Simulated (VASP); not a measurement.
A run of VASP 6.6.1:

File INCAR:

```
SYSTEM = MgPtS3
PREC = Accurate ; ENCUT = 600
EDIFF = 1E-6 ; ISMEAR = 0
SIGMA = 0.15 ; LREAL = .FALSE.
LASPH = .TRUE. ; NELM = 120
ALGO = Normal ; ISIF = 2
LWAVE = .FALSE. ; LCHARG = .FALSE.
GGA = PE ; NBANDS = 23
GGA_COMPAT = .FALSE.
```

Contents of KPOINTS:

```
Automatic mesh
0
G
  3 3 3
  0 0 0
```

POSCAR

```
MgPtS3
1.0
    4.5530808750      0.0000000000      0.0000000000
    0.0000000000      4.5530808750      0.0000000000
    0.0000000000      0.0000000000      5.2591519425
Mg Pt S
1 1 3
Direct
    0.5000000000      0.5000000000      0.4401249941
    0.0000000000      0.0000000000      0.7881985130
    0.0000000000      0.5000000000      0.6401208624
    0.5000000000      0.0000000000      0.6401208624
    0.0000000000      0.0000000000      0.2277047681
```

Potentials or basis: VASP PAW PBE potentials, release 64 (Mg, Pt, S).

Run with:

```console
$ cat potpaw_PBE.64/Mg/POTCAR potpaw_PBE.64/Pt/POTCAR potpaw_PBE.64/S/POTCAR > POTCAR
$ mpirun -np 1 vasp_std > vasp.out
```

Hardware: 1 thread of AMD EPYC 9R45 96-Core Processor (Zen 5), on a shared host.

Problem. Estimate the wall time of this run.

Solution. Run time: 16 s on 1 thread of AMD EPYC 9R45 96-Core Processor (Zen 5) (shared host), peak memory 0.2 GiB. Counts: scf iterations 17, k points 6.
